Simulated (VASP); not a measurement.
Write the native input for VASP 6.6.1 that does the following.

- Task: single point
- Functional: PBE
- Potentials or basis: VASP PAW PBE potentials, release 64 (Al, N)
- Cutoff: 520 eV
- k mesh: 10 × 10 × 10
- Occupations: gaussian, width 0.02 eV
- Spin: no spin polarisation
- Dipole correction: no
- Further INCAR settings: ALGO = Normal; EDIFF = 1e-06; NBANDS = 11

The structure of AlN lies in POSCAR:

```
AlN
1.0
    0.0000000000      2.0133386676      2.0133386676
    2.0743742076      0.0000000000      2.0133386676
    2.0743742076      2.0133386676      0.0000000000
Al N
1 1
Direct
    0.5000000000      0.5000000000      0.5000000000
    0.0000000000      0.0000000000      0.0000000000
```

This cell differs from its parent crystal: strained.

One way to write it, as run:

INCAR

```
  ALGO = Normal
  EDIFF = 1E-6
  ENCUT = 520
  GGA = PE
  ISIF = 2
  ISMEAR = 0
  LASPH = T
  LCHARG = F
  LREAL = F
  LWAVE = F
  NBANDS = 11
  NELM = 100
  PREC = Accurate
  SIGMA = 0.02
```

KPOINTS

```
k-points
0
Gamma
  10 10 10
```

Potentials or basis: VASP PAW PBE potentials, release 64 (Al, N).

Command:

```console
$ cat potpaw_PBE.64/Al/POTCAR potpaw_PBE.64/N/POTCAR > POTCAR
$ mpirun -np 1 vasp_std > vasp.out
```

It gave:

- Pressure: 0.8 GPa
- Band gap on the k mesh: 4.22 eV, indirect (least direct gap 5.28 eV)

Caveat: the cell differs from its parent crystal (strained).

It took 11 s on 1 thread of Intel(R) Xeon(R) Platinum 8488C (Sapphire Rapids), on a shared host, peak memory 0.14 GiB.
